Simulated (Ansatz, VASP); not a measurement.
# Two plane-wave programs on Pd

```xyz
1
Lattice="0.0000 1.9720 1.9720 1.9720 0.0000 1.9720 1.9720 1.9720 0.0000" Properties=species:S:1:pos:R:3 pbc="T T T"
Pd    0.0000    0.0000    0.0000
```

Alike in both runs: functional PBE; k mesh 19 × 19 × 19; occupations fermi-dirac, width 0.05 eV; no spin polarisation.

Ansatz relaxed the structure, and its values are those at the end. VASP's run is a single point on that final structure, the one shown.

|  | VASP | Ansatz |
| --- | --- | --- |
| version | VASP 6.6.1 | Ansatz 0.2.0 |
| potentials or method | VASP PAW PBE potentials, release 64 (Pd) | PAW with Ansatz's default frozen-core files, scalar-relativistic |
| plane-wave cutoff (eV) | 500 | 420 |
| valence electrons in the cell | 10 | 18 |

```csv
,VASP,Ansatz,Ansatz less VASP
pressure (GPa),-0.2,0.0,+0.23
```

VASP's potentials hold 10 valence electrons a cell and Ansatz's 18, so a difference there can come from the potentials and not from the codes.
